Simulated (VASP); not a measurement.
Input of a VASP 6.6.1 run:

The input POSCAR:

```
CaI
1.0
    4.1468204634      0.0000000000      0.0000000000
   -2.0734102317      3.5912518662      0.0000000000
    0.0000000000      0.0000000000      4.5762290000
I Ca
1 1
Direct
    0.6666666667      0.3333333333      0.0000000000
    0.0000000000      0.0000000000      0.5000000000
```

File INCAR.step1:

```
  ALGO = Normal
  EDIFF = 1E-5
  ENCUT = 400
  GGA = PE
  GGA_COMPAT = False
  ISIF = 2
  ISMEAR = -1
  LASPH = True
  LCHARG = False
  LREAL = False
  LWAVE = True
  NBANDS = 16
  NELM = 120
  PREC = Accurate
  SIGMA = 0.05
```

INCAR.step2

```
  AEXX = 0.25
  ALGO = Normal
  EDIFF = 1E-6
  ENCUT = 400
  GGA = PE
  GGA_COMPAT = False
  HFSCREEN = 0.2
  ISIF = 2
  ISMEAR = -1
  ISTART = 1
  LASPH = True
  LCHARG = False
  LHFCALC = True
  LREAL = False
  LWAVE = False
  NBANDS = 16
  NELM = 120
  PREC = Accurate
  PRECFOCK = Normal
  SIGMA = 0.05
```

KPOINTS

```
k-points
0
Gamma
  4 4 3
```

Potentials or basis: VASP PAW PBE potentials, release 64 (I, Ca_sv).

Command:

```sh
$ cat potpaw_PBE.64/I/POTCAR potpaw_PBE.64/Ca_sv/POTCAR > POTCAR
$ cp INCAR.step1 INCAR
$ mpirun -np 1 vasp_std > vasp.out
$ cp INCAR.step2 INCAR
$ mpirun -np 1 vasp_std > vasp.out
```

(1) Predict the pressure.

(2) Estimate the band gap on the k mesh.

Answers

(1) -0.5 GPa.

(2) zero (an odd number of electrons rules out a gap without spin polarisation).

Caveat: the k points lie up to 0.46 Å⁻¹ apart, too coarse for converged energies and pressures of a metal; the PAW data sets were made with another functional, which shifts forces and pressure a little; spin-orbit coupling is left out, which moves the levels of the heavy elements; an odd number of electrons without spin polarisation forces a metal; a magnetic or distorted state may lie lower.
